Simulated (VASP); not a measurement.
**BaZrO3: single point with PBE**

Crystal: BaZrO3.

```
Ba Zr O
1.0
     4.18150    0.00000    0.00000
     0.00000    4.18150    0.00000
     0.00000    0.00000    4.18150
Ba Zr O
1 1 3
Direct
  0.46618 0.53382 0.50000
  0.00000 0.00000 0.00000
  0.50000 0.00000 0.00000
  0.00000 0.50000 0.00000
  0.00000 0.00000 0.50000
```

This cell differs from its parent crystal: all Ba atoms moved -0.200 Å, as atom 1 along Cartesian [1 -1 0].

* Program: VASP 6.6.1
* Task: single point
* Functional: PBE
* Potentials or basis: VASP PAW PBE potentials, release 64 (Ba_sv, Zr_sv, O_h)
* Cutoff: 910 eV
* k mesh: 6 × 6 × 6
* Occupations: gaussian, width 0.05 eV
* Spin: no spin polarisation

```json
{"Pressure": "6.9 GPa", "Largest force": "0.883 eV/Å", "Band gap on the k mesh": "3.18 eV (least direct gap 3.38 eV)"}
```

Forces on the atoms (eV/Å):
```
Ba   0.624 -0.624  0.000
Zr  -0.508  0.508  0.000
O   -0.161 -0.035  0.000
O    0.035  0.161  0.000
O    0.010 -0.010  0.000
```

Stress tensor (GPa, compression positive):
```
 6.82 -0.84  0.00
-0.84  6.82  0.00
 0.00  0.00  6.98
```

Levels at points of the mesh, in eV from the valence-band top:
| k point | band 18 | band 19 | band 20 | band 21 | band 22 | band 23 |
| --- | --- | --- | --- | --- | --- | --- |
| (0.00, 0.00, 0.00) | -0.22 | -0.22 | -0.21 | 3.18 | 3.24 | 3.25 |
| (0.50, 0.00, 0.00) | -1.52 | -0.45 | -0.44 | 3.61 | 5.73 | 5.75 |
| (0.00, 0.00, 0.50) | -1.47 | -0.44 | -0.42 | 3.64 | 5.70 | 5.74 |
| (0.50, 0.50, 0.00) | -0.91 | -0.79 | -0.04 | 5.69 | 5.74 | 6.54 |
| (0.00, 0.50, 0.50) | -0.90 | -0.76 | -0.09 | 5.72 | 5.72 | 6.50 |
| (0.50, 0.50, 0.50) | -0.05 | -0.01 | 0.00 | 6.04 | 6.09 | 6.12 |

It took 5.3 min on 1 thread of AMD EPYC 7R43 64-Core Processor (Zen 3), on a shared host, peak memory 0.37 GiB.

Caveat: the cell differs from its parent crystal (all Ba atoms moved -0.200 Å, as atom 1 along Cartesian [1 -1 0]); the cutoff is under 1.25 times the usual one of these potentials, so pressure, stress and relaxed cells hold a basis-set (Pulay) error; the cell stands under pressure; spin-orbit coupling is left out, which moves the levels of the heavy elements. A k mesh can miss the band edges.
